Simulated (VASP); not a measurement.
# K2Sc4Si (P6/mmm) in VASP: further runs

The runs below take K2Sc4Si through single point, relaxation of cell and atoms, with PBE.

Program: VASP 6.6.1. These are calculated values, not measurements. Logs are shortened: lines on timing, memory, paths and dates and some standing lists are left out, and cuts for length are marked.

**1. The cell of the first run**

Symmetry: P6/mmm, No. 191, hexagonal system. The conventional cell has a = 5.993 Å, b = 5.993 Å, c = 5.648 Å, α = 90.00°, β = 90.00°, γ = 120.00°. Within 4.5 Å of K (site symmetry -6m2) lie 9 Sc at 3.31 to 3.46 Å and 3 K at 3.46 Å and 6 Si at 4.47 Å. Within 3.9 Å of Sc (site symmetry mmm) lie 4 Sc at 3.00 Å and 2 Si at 3.00 Å and 4 K at 3.31 Å. Sc (site symmetry 6/mmm) has 2 Si at 2.82 Å and 6 K at 3.46 Å within 3.7 Å. Si (site symmetry 6/mmm) has 8 Sc at 2.82 to 3.00 Å within 3.7 Å.

The cell was built from a structure type or drawn by symmetry, and may not be a known phase.

**2. Single point, PBE**

File INCAR:

```
PREC = Accurate
ENCUT = 520
EDIFF = 1E-7
ISMEAR = 0
SIGMA = 0.1
LREAL = F
LASPH = T
NELM = 60
ALGO = Fast
ISIF = 2
LWAVE = F
LCHARG = F
GGA = PE
NBANDS = 42
```

File KPOINTS:

```
Automatic mesh
0
Gamma
  3 3 4
```

File POSCAR:

```
K2Sc4Si
1.0
    5.9931143900      0.0000000000      0.0000000000
   -2.9965572000      5.1901893100      0.0000000000
    0.0000000000      0.0000000000      5.6477234100
K Sc Si
2 4 1
Direct
    0.3333333300      0.6666666700      0.5000000000
    0.6666666700      0.3333333300      0.5000000000
    0.5000000000      0.0000000000      0.0000000000
    0.0000000000      0.5000000000      0.0000000000
    0.5000000000      0.5000000000      0.0000000000
    0.0000000000      0.0000000000      0.5000000000
    0.0000000000      0.0000000000      0.0000000000
```

Potentials or basis: VASP PAW PBE potentials, release 64 (K_sv, Sc_sv, Si).

Launch:

```bash
> cat potpaw_PBE.64/K_sv/POTCAR potpaw_PBE.64/Sc_sv/POTCAR potpaw_PBE.64/Si/POTCAR > POTCAR
> mpirun -np 1 vasp_std > vasp.out
```

OUTCAR:

```text
PREC = Accurate
   ENCUT = 520
   EDIFF = 1E-7
   ISMEAR = 0
   LREAL = F
   LASPH = T
   NELM = 60
   ISIF = 2
   GGA = PE

 ion  position               nearest neighbor table
   1  0.333  0.667  0.500-   4 3.31   4 3.31   3 3.31   3 3.31   5 3.31   5 3.31   2 3.46   2 3.46
                             6 3.46   6 3.46   6 3.46   2 3.46
   2  0.667  0.333  0.500-   4 3.31   4 3.31   3 3.31   3 3.31   5 3.31   5 3.31   1 3.46   1 3.46
                             6 3.46   6 3.46   6 3.46   1 3.46
   3  0.500  0.000  0.000-   4 3.00   4 3.00   7 3.00   7 3.00   5 3.00   5 3.00   2 3.31   2 3.31
                             1 3.31   1 3.31
   4  0.000  0.500  0.000-   3 3.00   3 3.00   5 3.00   5 3.00   7 3.00   7 3.00   2 3.31   2 3.31
                             1 3.31   1 3.31
   5  0.500  0.500  0.000-   7 3.00   7 3.00   4 3.00   4 3.00   3 3.00   3 3.00   2 3.31   2 3.31
                             1 3.31   1 3.31
   6  0.000  0.000  0.500-   7 2.82   7 2.82   1 3.46   2 3.46   2 3.46   1 3.46   2 3.46   1 3.46

   7  0.000  0.000  0.000-   6 2.82   6 2.82   5 3.00   5 3.00   3 3.00   3 3.00   4 3.00   4 3.00

  LATTYP: Found a hexagonal cell.
 ALAT       =     5.9931143900
 C/A-ratio  =     0.9423686989

  Lattice vectors:

 A1 = (   5.9931143900,   0.0000000000,   0.0000000000)
 A2 = (  -2.9965572000,   5.1901893100,   0.0000000000)
 A3 = (   0.0000000000,   0.0000000000,   5.6477234100)

Analysis of symmetry for initial positions (statically):
=====================================================================
 Subroutine PRICEL returns:
 Original cell was already a primitive cell.

 Routine SETGRP: Setting up the symmetry group for a
 hexagonal supercell.

 Subroutine GETGRP returns: Found 24 space group operations
 (whereof 24 operations were pure point group operations)
 out of a pool of 24 trial point group operations.

The static configuration has the point symmetry D_6h.

Analysis of symmetry for dynamics (positions and initial velocities):
=====================================================================
 Subroutine PRICEL returns:
 Original cell was already a primitive cell.

 Routine SETGRP: Setting up the symmetry group for a
 hexagonal supercell.

 Subroutine GETGRP returns: Found 24 space group operations
 (whereof 24 operations were pure point group operations)
 out of a pool of 24 trial point group operations.

The dynamic configuration has the point symmetry D_6h.

 Subroutine INISYM returns: Found 24 space group operations
 (whereof 24 operations are pure point group operations),
 and found     1 'primitive' translations

----------------------------------------------------------------------------------------

                                     Primitive cell

  volume of cell :     175.6747

  direct lattice vectors                    reciprocal lattice vectors
     5.993114390  0.000000000  0.000000000     0.166858153  0.096335600  0.000000000
    -2.996557200  5.190189310  0.000000000     0.000000000  0.192671200  0.000000000
     0.000000000  0.000000000  5.647723410     0.000000000  0.000000000  0.177062495

  length of vectors
     5.993114390  5.993114393  5.647723410     0.192671200  0.192671200  0.177062495

  position of ions in fractional coordinates (direct lattice)
     0.333333330  0.666666670  0.500000000
     0.666666670  0.333333330  0.500000000
     0.500000000  0.000000000  0.000000000
     0.000000000  0.500000000  0.000000000
     0.500000000  0.500000000  0.000000000
     0.000000000  0.000000000  0.500000000
     0.000000000  0.000000000  0.000000000

  ion indices of the primitive-cell ions
   primitive index   ion index
                 1           1
                 2           2
                 3           3
                 4           4
                 5           5
                 6           6
                 7           7

----------------------------------------------------------------------------------------

 KPOINTS: Automatic mesh

Automatic generation of k-mesh.
 Grid dimensions read from file:
 generate k-points for:    3    3    4

 Generating k-lattice:

  Cartesian coordinates                     Fractional coordinates (reciprocal lattice)
     0.055619384  0.032111867  0.000000000     0.333333333  0.000000000  0.000000000
     0.000000000  0.064223733  0.000000000     0.000000000  0.333333333  0.000000000
     0.000000000  0.000000000  0.044265624     0.000000000  0.000000000  0.250000000

  Length of vectors
     0.064223733  0.064223733  0.044265624

  Shift w.r.t. Gamma in fractional coordinates (k-lattice)
     0.000000000  0.000000000  0.000000000

 Subroutine IBZKPT returns following result:
 ===========================================

 Found      9 irreducible k-points:

 Following reciprocal coordinates:
            Coordinates               Weight
  0.000000  0.000000  0.000000      1.000000
  0.333333  0.000000  0.000000      6.000000
  0.333333  0.333333  0.000000      2.000000
  0.000000  0.000000  0.250000      2.000000
  0.333333  0.000000  0.250000     12.000000
  0.333333  0.333333  0.250000      4.000000
  0.000000  0.000000  0.500000      1.000000
  0.333333  0.000000  0.500000      6.000000
  0.333333  0.333333  0.500000      2.000000
   k-points           NKPTS =      9   k-points in BZ     NKDIM =      9   number of bands    NBANDS=     42
   number of dos      NEDOS =    301   number of ions     NIONS =      7
   total plane-waves  NPLWV =  96768
   dimension x,y,z NGX =    48 NGY =   48 NGZ =   42
   dimension x,y,z NGXF=    96 NGYF=   96 NGZF=   84
   ions per type =               2   4   1
   NGX,Y,Z   is equivalent  to a cutoff of  13.31, 13.31, 12.36 a.u.
   NGXF,Y,Z  is equivalent  to a cutoff of  26.63, 26.63, 24.73 a.u.
 SYSTEM =  unknown system
   PREC   = accura    normal or accurate (medium, high low for compatibility)
   ISTART =      0    job   : 0-new  1-cont  2-samecut
   ICHARG =      2    charge: 1-file 2-atom 10-const
   ISPIN  =      1    spin polarized calculation?
   LNONCOLLINEAR =      F non collinear calculations
   LSORBIT =      F    spin-orbit coupling
   LASPH  =      T    aspherical Exc in radial PAW
   ENCUT  =  520.0 eV  38.22 Ry    6.18 a.u.  11.14 11.14 10.50*2*pi/ulx,y,z
   NELM   =     60;   NELMIN=  2; NELMDL= -5     # of ELM steps
   EDIFF  = 0.1E-06   stopping-criterion for ELM
   LREAL  =      F    real-space projection
   EDIFFG = 0.1E-05   stopping-criterion for IOM
   NSW    =      0    number of steps for IOM
   IBRION =     -1    ionic relax: 0-MD 1-quasi-New 2-CG
   NFREE  =      0    steps in history (QN), initial steepest desc. (CG)
   ISIF   =      2    stress and relaxation
   ISYM   =      2    0-nonsym 1-usesym 2-fastsym
   POTIM  = 0.5000    time-step for ionic-motion
   TEBEG  =    0.0;   TEEND  =   0.0 temperature during run
   PSTRESS=    0.0 pullay stress
   NELECT =      66.0000    total number of electrons
   NUPDOWN=      -1.0000    fix difference up-down
   EMIN   =  10.00;   EMAX   =-10.00  energy-range for DOS
   EFERMI =   0.00;   METHOD = LEGACY
   ISMEAR =     0;   SIGMA  =   0.10  broadening in eV -4-tet -1-fermi 0-gaus
   EFERMI_NEDOS =   21; number of points for ismear=-14 and -15
   IALGO  =     68    algorithm
   IMIX   =      4    mixing-type and parameters
     AMIX     =   0.40;   BMIX     =  1.00
     AMIX_MAG =   1.60;   BMIX_MAG =  1.00
  volume/ion in A,a.u.               =      25.10       169.36
  Fermi-wavevector in a.u.,A,eV,Ry     =   1.181281  2.232297 18.985895  1.395424
  Thomas-Fermi vector in A             =   2.317557
   LORBIT       =      0    0 simple, 1 ext, 2 COOP (PROOUT), +10 PAW based schemes
   GGA     = PE    functional components
   LHFCALC =     F    Hartree Fock is set to
   AEXX    =    0.0000 exact exchange contribution
   IVDW    =     0    specifies the selected vdW correction
   LEPSILON=     F    determine dielectric tensor
   LRPA    =     F    only Hartree local field effects (RPA)
 non-spin polarized calculation
 RMM-DIIS sequential band-by-band and
 Gauss-broadening in eV      SIGMA  =   0.10
  energy-cutoff  :      520.00
  volume of cell :      175.67
 maximum number of plane-waves:      4762
 NGX is ok and might be reduce to    48
   NGX = 23   NGY = 23   NGZ = 21

 number of electron      66.0000010 magnetization

 Free energy of the ion-electron system (eV)
  ---------------------------------------------------
  ext. energy  EPLUGINS =         0.00000000
  ---------------------------------------------------
  free energy    TOTEN  =       -28.49697950 eV

  energy without entropy =      -28.43789010  energy(sigma->0) =      -28.46743480

 E-fermi :   3.7532     XC(G=0):  -9.4032

 val. band max:        3.7382561135   @ k =   0.3333   0.3333   0.0000
 cond. band min:       3.8142946536   @ k =   0.3333   0.3333   0.2500
 fundamental gap:      0.0760385401
 Fermi energy:         3.7531629869

 k-point     1 :       0.0000    0.0000    0.0000
  band No.  band energies     occupation
      1     -46.4878      2.00000
      2     -45.8829      2.00000
      3     -45.8008      2.00000
      4     -45.8008      2.00000
      5     -27.4265      2.00000
      6     -27.3357      2.00000
[... 34 lines left out ...]
     41       5.7328      0.00000
     42       6.7823      0.00000

 k-point     2 :       0.3333    0.0000    0.0000
  band No.  band energies     occupation
      1     -46.4878      2.00000
      2     -45.8656      2.00000
      3     -45.8183      2.00000
      4     -45.8008      2.00000
      5     -27.4083      2.00000
      6     -27.3551      2.00000
[... 34 lines left out ...]
     41       5.3304      0.00000
     42       5.3434      0.00000

 k-point     3 :       0.3333    0.3333    0.0000
  band No.  band energies     occupation
      1     -46.4878      2.00000
      2     -45.8420      2.00000
      3     -45.8420      2.00000
      4     -45.8009      2.00000
      5     -27.3820      2.00000
      6     -27.3820      2.00000
[... 222 lines left out ...]
      4     -45.8008      2.00000
      5     -27.4123      2.00000
      6     -27.3546      2.00000
[... 34 lines left out ...]
     41       4.8569      0.00000
     42       5.4621      0.00000

 k-point     9 :       0.3333    0.3333    0.5000
  band No.  band energies     occupation
      1     -46.4878      2.00000
      2     -45.8420      2.00000
      3     -45.8420      2.00000
      4     -45.8009      2.00000
      5     -27.3838      2.00000
      6     -27.3838      2.00000
[... 34 lines left out ...]
     41       4.6448      0.00000
     42       5.3819      0.00000

------------------------ aborting loop because EDIFF is reached ----------------------------------------

  FORCE on cell =-STRESS in cart. coord.  units (eV):
  Direction    XX          YY          ZZ          XY          YZ          ZX
  --------------------------------------------------------------------------------------
  -------------------------------------------------------------------------------------
  Total        3.9066799      3.9066799      6.6593992     -0.0000000     -0.0000000      0.0000000
  in kB       35.6294586     35.6294586     60.7346381     -0.0000000     -0.0000000      0.0000000
  external PRESSURE =      43.9978518 kB  Pullay stress =       0.0000000 kB

 VOLUME and BASIS-vectors are now :
 -----------------------------------------------------------------------------
  energy-cutoff  :      520.00
  volume of cell :      175.67
      direct lattice vectors                 reciprocal lattice vectors
     5.993114390  0.000000000  0.000000000     0.166858153  0.096335600  0.000000000
    -2.996557200  5.190189310  0.000000000     0.000000000  0.192671200  0.000000000
     0.000000000  0.000000000  5.647723410     0.000000000  0.000000000  0.177062495

 POSITION                                       TOTAL-FORCE (eV/Angst)
 -----------------------------------------------------------------------------------
     -0.00000      3.46013      2.82386        -0.000000      0.000000     -0.000000
      2.99656      1.73006      2.82386         0.000000      0.000000      0.000000
      2.99656      0.00000      0.00000         0.000000      0.000000     -0.000000
     -1.49828      2.59509      0.00000         0.000000      0.000000     -0.000000
      1.49828      2.59509      0.00000         0.000000      0.000000     -0.000000
      0.00000      0.00000      2.82386         0.000000      0.000000     -0.000000
      0.00000      0.00000      0.00000         0.000000      0.000000     -0.000000
 -----------------------------------------------------------------------------------
    total drift:                               -0.000000      0.000000      0.000000

  FREE ENERGIE OF THE ION-ELECTRON SYSTEM (eV)
  ---------------------------------------------------
  free  energy   TOTEN  =       -28.4969795040 eV

  energy  without entropy=      -28.4378900961  energy(sigma->0) =      -28.46743480
```

It took 3.8 min on 1 thread of Intel Xeon Platinum 8259CL at 2.50GHz (Skylake/Cascade Lake), shared host; peak memory 0.33 GiB.

Results:

| Property | Result |
| --- | --- |
| Free energy | -28.4970 eV |
| Pressure | 4.4 GPa |
| Band gap on the k mesh | zero (bands 33 and 34 overlap by 0.82 eV) |

Levels at points of the mesh, in eV from the Fermi level:
```
           k point  band 31  band 32  band 33  band 34  band 35  band 36
(0.00, 0.00, 0.00)    -0.68    -0.68    -0.57    -0.57    -0.14     0.59
(0.00, 0.00, 0.50)    -0.69    -0.69    -0.55    -0.38    -0.38     0.59
```

Caveat: the k points lie up to 0.40 Å⁻¹ apart, too coarse for converged energies and pressures of a metal.

[end of part 1 of 2]
